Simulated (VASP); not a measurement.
# Al5GaN6 (an interface model) in VASP: settings compared

Al5GaN6 (an interface model) is run at these levels: PBEsol, PBE; tasks: single point.

Everything below comes from runs of VASP 6.6.1. Logs are shortened: lines on timing, memory, paths and dates and some standing lists are left out, and cuts for length are marked.

## Step 1: The cell of the first run

The cell holds layers of an interface, 12 atoms: a = 3.114 Å, b = 3.114 Å, c = 15.318 Å, α = 90.00°, β = 90.00°, γ = 120.00°.

## Step 2: Single point, PBEsol

Input file INCAR:

```
  PREC = Accurate
  ENCUT = 520
  EDIFF = 1E-6
  ISMEAR = -1
  SIGMA = 0.05
  LREAL = False
  LASPH = True
  NELM = 60
  ALGO = Normal
  ISIF = 2
  LWAVE = False
  LCHARG = False
  GGA = PS
  NBANDS = 41
```

Input file KPOINTS:

```
regular mesh
0
Gamma
  4 4 1
```

Input file POSCAR:

```
Al5GaN6
1.0
    3.1138160000      0.0000000000      0.0000000000
   -1.5569080000      2.6966440000      0.0000000000
    0.0000000000      0.0000000000     15.3182020000
Ga Al N
1 5 6
Direct
    0.6923950000      0.3381750000      0.1703240000
    0.6783420000      0.3465920000      0.5116130000
    0.6626440000      0.3300660000      0.8397760000
    0.3432610000      0.6683490000      0.3434050000
    0.3578020000      0.6787350000      0.6736190000
    0.3510800000      0.6726870000      0.0020740000
    0.3407330000      0.6669740000      0.1271510000
    0.3265890000      0.6476450000      0.4674160000
    0.3305660000      0.6454280000      0.7982360000
    0.6777930000      0.3390520000      0.2999120000
    0.6533510000      0.3234150000      0.6361910000
    0.6536610000      0.3160130000      0.9654530000
```

Potentials or basis: VASP PAW PBE potentials, release 64 (Ga_d, Al, N).

Started as:

```bash
$ cat potpaw_PBE.64/Ga_d/POTCAR potpaw_PBE.64/Al/POTCAR potpaw_PBE.64/N/POTCAR > POTCAR
$ mpirun -np 1 vasp_std > vasp.out
```

OUTCAR:

```text
PREC = Accurate
   ENCUT = 520
   EDIFF = 1E-6
   ISMEAR = -1
   LREAL = False
   LASPH = True
   NELM = 60
   ISIF = 2
   GGA = PS

 ion  position               nearest neighbor table
   1  0.692  0.338  0.170-   7 1.87   7 1.93   7 1.95  10 1.99   6 3.13   6 3.14
   2  0.678  0.347  0.512-   8 1.88   8 1.89  11 1.91   8 2.00   5 3.04   5 3.07   5 3.08   4 3.13
                             4 3.14   4 3.16
   3  0.663  0.330  0.840-   9 1.86   9 1.91  12 1.93   9 1.95   6 3.05   6 3.05   5 3.09   5 3.10
                             6 3.10   5 3.16
   4  0.343  0.668  0.343-   8 1.90  10 1.91  10 1.91  10 1.93   2 3.13   2 3.14   2 3.16
   5  0.358  0.679  0.674-  11 1.83  11 1.85   9 1.91  11 1.98   2 3.04   2 3.07   2 3.08   3 3.09
                             3 3.10   3 3.16
   6  0.351  0.673  0.002-  12 1.82  12 1.87   7 1.92  12 1.96   3 3.05   3 3.05   3 3.10   1 3.13
                             1 3.14
   7  0.341  0.667  0.127-   1 1.87   6 1.92   1 1.93   1 1.95
   8  0.327  0.648  0.467-   2 1.88   2 1.89   4 1.90   2 2.00
   9  0.331  0.645  0.798-   3 1.86   3 1.91   5 1.91   3 1.95
  10  0.678  0.339  0.300-   4 1.91   4 1.91   4 1.93   1 1.99
  11  0.653  0.323  0.636-   5 1.83   5 1.85   2 1.91   5 1.98
  12  0.654  0.316  0.965-   6 1.82   6 1.87   3 1.93   6 1.96

  LATTYP: Found a hexagonal cell.
 ALAT       =     3.1138160000
 C/A-ratio  =     4.9194306921

  Lattice vectors:

 A1 = (   3.1138160000,   0.0000000000,   0.0000000000)
 A2 = (  -1.5569080000,   2.6966440000,   0.0000000000)
 A3 = (   0.0000000000,   0.0000000000,  15.3182020000)

Analysis of symmetry for initial positions (statically):
=====================================================================
 Subroutine PRICEL returns:
 Original cell was already a primitive cell.

 Routine SETGRP: Setting up the symmetry group for a
 hexagonal supercell.

 Subroutine GETGRP returns: Found  1 space group operations
 (whereof  1 operations were pure point group operations)
 out of a pool of 24 trial point group operations.

The static configuration has the point symmetry C_1 .

Analysis of symmetry for dynamics (positions and initial velocities):
=====================================================================
 Subroutine PRICEL returns:
 Original cell was already a primitive cell.

 Routine SETGRP: Setting up the symmetry group for a
 hexagonal supercell.

 Subroutine GETGRP returns: Found  1 space group operations
 (whereof  1 operations were pure point group operations)
 out of a pool of 24 trial point group operations.

The dynamic configuration has the point symmetry C_1 .

 Subroutine INISYM returns: Found  1 space group operations
 (whereof  1 operations are pure point group operations),
 and found     1 'primitive' translations

----------------------------------------------------------------------------------------

                                     Primitive cell

  volume of cell :     128.6247

  direct lattice vectors                    reciprocal lattice vectors
     3.113816000  0.000000000  0.000000000     0.321149355  0.185415650  0.000000000
    -1.556908000  2.696644000  0.000000000     0.000000000  0.370831300  0.000000000
     0.000000000  0.000000000 15.318202000     0.000000000  0.000000000  0.065281813

  length of vectors
     3.113816000  3.113816209 15.318202000     0.370831325  0.370831300  0.065281813

  position of ions in fractional coordinates (direct lattice)
     0.692395000  0.338175000  0.170324000
     0.678342000  0.346592000  0.511613000
     0.662644000  0.330066000  0.839776000
     0.343261000  0.668349000  0.343405000
     0.357802000  0.678735000  0.673619000
     0.351080000  0.672687000  0.002074000
     0.340733000  0.666974000  0.127151000
     0.326589000  0.647645000  0.467416000
     0.330566000  0.645428000  0.798236000
     0.677793000  0.339052000  0.299912000
     0.653351000  0.323415000  0.636191000
     0.653661000  0.316013000  0.965453000

  ion indices of the primitive-cell ions
   primitive index   ion index
                 1           1
                 2           2
                 3           3
                 4           4
                 5           5
                 6           6
                 7           7
                 8           8
                 9           9
                10          10
                11          11
                12          12

----------------------------------------------------------------------------------------

 KPOINTS: regular mesh

Automatic generation of k-mesh.
 Grid dimensions read from file:
 generate k-points for:    4    4    1

 Generating k-lattice:

  Cartesian coordinates                     Fractional coordinates (reciprocal lattice)
     0.080287339  0.046353912  0.000000000     0.250000000  0.000000000  0.000000000
     0.000000000  0.092707825  0.000000000     0.000000000  0.250000000  0.000000000
     0.000000000  0.000000000  0.065281813     0.000000000  0.000000000  1.000000000

  Length of vectors
     0.092707831  0.092707825  0.065281813

  Shift w.r.t. Gamma in fractional coordinates (k-lattice)
     0.000000000  0.000000000  0.000000000

 Subroutine IBZKPT returns following result:
 ===========================================

 Found     10 irreducible k-points:

 Following reciprocal coordinates:
            Coordinates               Weight
  0.000000  0.000000  0.000000      1.000000
  0.250000  0.000000  0.000000      2.000000
  0.000000  0.250000  0.000000      2.000000
 -0.250000  0.250000  0.000000      2.000000
  0.500000  0.000000  0.000000      1.000000
  0.000000  0.500000  0.000000      1.000000
  0.500000  0.500000  0.000000      1.000000
  0.250000  0.250000  0.000000      2.000000
 -0.250000  0.500000  0.000000      2.000000
  0.500000  0.250000  0.000000      2.000000
   k-points           NKPTS =     10   k-points in BZ     NKDIM =     10   number of bands    NBANDS=     41
   number of dos      NEDOS =    301   number of ions     NIONS =     12
   total plane-waves  NPLWV =  69120
   dimension x,y,z NGX =    24 NGY =   24 NGZ =  120
   dimension x,y,z NGXF=    48 NGYF=   48 NGZF=  240
   ions per type =               1   5   6
   NGX,Y,Z   is equivalent  to a cutoff of  12.81, 12.81, 13.02 a.u.
   NGXF,Y,Z  is equivalent  to a cutoff of  25.63, 25.63, 26.05 a.u.
 SYSTEM =  unknown system
   PREC   = accura    normal or accurate (medium, high low for compatibility)
   ISTART =      0    job   : 0-new  1-cont  2-samecut
   ICHARG =      2    charge: 1-file 2-atom 10-const
   ISPIN  =      1    spin polarized calculation?
   LNONCOLLINEAR =      F non collinear calculations
   LSORBIT =      F    spin-orbit coupling
   LASPH  =      T    aspherical Exc in radial PAW
   ENCUT  =  520.0 eV  38.22 Ry    6.18 a.u.   5.79  5.79 28.48*2*pi/ulx,y,z
   NELM   =     60;   NELMIN=  2; NELMDL= -5     # of ELM steps
   EDIFF  = 0.1E-05   stopping-criterion for ELM
   LREAL  =      F    real-space projection
   EDIFFG = 0.1E-04   stopping-criterion for IOM
   NSW    =      0    number of steps for IOM
   IBRION =     -1    ionic relax: 0-MD 1-quasi-New 2-CG
   NFREE  =      0    steps in history (QN), initial steepest desc. (CG)
   ISIF   =      2    stress and relaxation
   ISYM   =      2    0-nonsym 1-usesym 2-fastsym
   POTIM  = 0.5000    time-step for ionic-motion
   TEBEG  =    0.0;   TEEND  =   0.0 temperature during run
   PSTRESS=    0.0 pullay stress
   NELECT =      58.0000    total number of electrons
   NUPDOWN=      -1.0000    fix difference up-down
   EMIN   =  10.00;   EMAX   =-10.00  energy-range for DOS
   EFERMI =   0.00;   METHOD = LEGACY
   ISMEAR =    -1;   SIGMA  =   0.05  broadening in eV -4-tet -1-fermi 0-gaus
   EFERMI_NEDOS =   21; number of points for ismear=-14 and -15
   IALGO  =     38    algorithm
   IMIX   =      4    mixing-type and parameters
     AMIX     =   0.40;   BMIX     =  1.00
     AMIX_MAG =   1.60;   BMIX_MAG =  1.00
  volume/ion in A,a.u.               =      10.72        72.33
  Fermi-wavevector in a.u.,A,eV,Ry     =   1.255382  2.372329 21.442578  1.575985
  Thomas-Fermi vector in A             =   2.389142
   LORBIT       =      0    0 simple, 1 ext, 2 COOP (PROOUT), +10 PAW based schemes
   GGA     = PS    functional components
   LHFCALC =     F    Hartree Fock is set to
   AEXX    =    0.0000 exact exchange contribution
   IVDW    =     0    specifies the selected vdW correction
   LEPSILON=     F    determine dielectric tensor
   LRPA    =     F    only Hartree local field effects (RPA)
 non-spin polarized calculation
  energy-cutoff  :      520.00
  volume of cell :      128.62
 maximum number of plane-waves:      3472
   NGX = 11   NGY = 11   NGZ = 57

 number of electron      58.0000008 magnetization

 Free energy of the ion-electron system (eV)
  ---------------------------------------------------
  ext. energy  EPLUGINS =         0.00000000
  ---------------------------------------------------
  free energy    TOTEN  =       -90.89516635 eV

  energy without entropy =      -90.89516635  energy(sigma->0) =      -90.89516635

 E-fermi :   7.5549     XC(G=0): -11.2009

 val. band max:        6.4309575694   @ k =   0.0000   0.0000   0.0000
 cond. band min:       9.3635473539   @ k =   0.0000   0.0000   0.0000
 fundamental gap:      2.9325897845
 Fermi energy:         7.5548517803

 k-point     1 :       0.0000    0.0000    0.0000
  band No.  band energies     occupation
      1      -9.5214      2.00000
      2      -9.2213      2.00000
      3      -8.8902      2.00000
      4      -8.3390      2.00000
      5      -7.9428      2.00000
      6      -7.6330      2.00000
[... 33 lines left out ...]
     40      16.4058      0.00000
     41      16.5890      0.00000

 k-point     2 :       0.2500    0.0000    0.0000
  band No.  band energies     occupation
      1      -8.8088      2.00000
      2      -8.6378      2.00000
      3      -8.2199      2.00000
      4      -7.8973      2.00000
      5      -7.4454      2.00000
      6      -7.2625      2.00000
[... 33 lines left out ...]
     40      15.3607      0.00000
     41      15.7559      0.00000

 k-point     3 :       0.0000    0.2500    0.0000
  band No.  band energies     occupation
      1      -8.8072      2.00000
      2      -8.6390      2.00000
      3      -8.2249      2.00000
      4      -7.8976      2.00000
      5      -7.4457      2.00000
      6      -7.2624      2.00000
[... 33 lines left out ...]
     40      15.3661      0.00000
     41      15.6661      0.00000

 k-point     4 :      -0.2500    0.2500    0.0000
  band No.  band energies     occupation
      1      -8.8059      2.00000
      2      -8.6411      2.00000
      3      -8.2206      2.00000
      4      -7.8968      2.00000
      5      -7.4472      2.00000
      6      -7.2664      2.00000
[... 209 lines left out ...]
     40      14.9754      0.00000
     41      15.4934      0.00000

 k-point     9 :      -0.2500    0.5000    0.0000
  band No.  band energies     occupation
      1      -8.2850      2.00000
      2      -7.6946      2.00000
      3      -7.3186      2.00000
      4      -7.3141      2.00000
      5      -6.9773      2.00000
      6      -6.9043      2.00000
[... 33 lines left out ...]
     40      15.0348      0.00000
     41      15.4875      0.00000

 k-point    10 :       0.5000    0.2500    0.0000
  band No.  band energies     occupation
      1      -8.2841      2.00000
      2      -7.7032      2.00000
      3      -7.3227      2.00000
      4      -7.3067      2.00000
      5      -6.9802      2.00000
      6      -6.8985      2.00000
[... 33 lines left out ...]
     40      14.9746      0.00000
     41      15.5171      0.00000

------------------------ aborting loop because EDIFF is reached ----------------------------------------

  FORCE on cell =-STRESS in cart. coord.  units (eV):
  Direction    XX          YY          ZZ          XY          YZ          ZX
  --------------------------------------------------------------------------------------
  -------------------------------------------------------------------------------------
  Total        0.9553016      0.9206063     -4.4828681     -1.0466062     -1.2846434     -0.7953007
  in kB       11.8994456     11.4672734    -55.8395865    -13.0367561    -16.0017999     -9.9064393
  external PRESSURE =     -10.8242892 kB  Pullay stress =       0.0000000 kB

 VOLUME and BASIS-vectors are now :
 -----------------------------------------------------------------------------
  energy-cutoff  :      520.00
  volume of cell :      128.62
      direct lattice vectors                 reciprocal lattice vectors
     3.113816000  0.000000000  0.000000000     0.321149355  0.185415650  0.000000000
    -1.556908000  2.696644000  0.000000000     0.000000000  0.370831300  0.000000000
     0.000000000  0.000000000 15.318202000     0.000000000  0.000000000  0.065281813

 POSITION                                       TOTAL-FORCE (eV/Angst)
 -----------------------------------------------------------------------------------
      1.62948      0.91194      2.60906        -0.771168     -0.232599      0.623273
      1.57262      0.93464      7.83699        -0.145092     -0.935517     -0.889551
      1.54947      0.89007     12.86386         0.490404     -0.602606     -0.134977
      0.02829      1.80230      5.26035        -0.054852      0.066375     -0.996037
      0.05740      1.83031     10.31863        -1.008729     -0.893734      0.675502
      0.04589      1.81400      0.03177        -0.704308     -0.958071      0.820477
      0.02256      1.79859      1.94772         0.713858      0.232413     -0.418680
      0.00861      1.74647      7.15997         0.136322      0.924217      0.893951
      0.02445      1.74049     12.22754        -0.449567      0.710998      0.261712
      1.58265      0.91430      4.59411         0.070893     -0.141708      0.711745
      1.53089      0.87214      9.74530         1.018051      0.826177     -0.622333
      1.54338      0.85217     14.78900         0.704187      1.004056     -0.925080
 -----------------------------------------------------------------------------------
    total drift:                               -0.000287     -0.000109      0.002015

  FREE ENERGIE OF THE ION-ELECTRON SYSTEM (eV)
  ---------------------------------------------------
  free  energy   TOTEN  =       -90.8951663470 eV

  energy  without entropy=      -90.8951663470  energy(sigma->0) =      -90.89516635
```

It took 32 s on 1 thread of Intel Xeon 6975P-C (Granite Rapids), shared host; peak memory 0.25 GiB.

What came out:

```
Free energy            : -90.8952 eV
Pressure               : -1.1 GPa
Largest force          : 1.536 eV/Å
Band gap on the k mesh : 2.93 eV, direct
```

Forces in eV/Å, atoms in the order of the input:
```
Ga  -0.771 -0.233  0.623
Al  -0.145 -0.936 -0.890
Al   0.490 -0.603 -0.135
Al  -0.055  0.066 -0.996
Al  -1.009 -0.894  0.676
Al  -0.704 -0.958  0.820
N    0.714  0.232 -0.419
N    0.136  0.924  0.894
N   -0.450  0.711  0.262
N    0.071 -0.142  0.712
N    1.018  0.826 -0.622
N    0.704  1.004 -0.925
```

Caveat: the k points lie up to 0.58 Å⁻¹ apart; the PAW data sets were made with another functional, which shifts forces and pressure a little.

(Continued in part 2 of 3.)
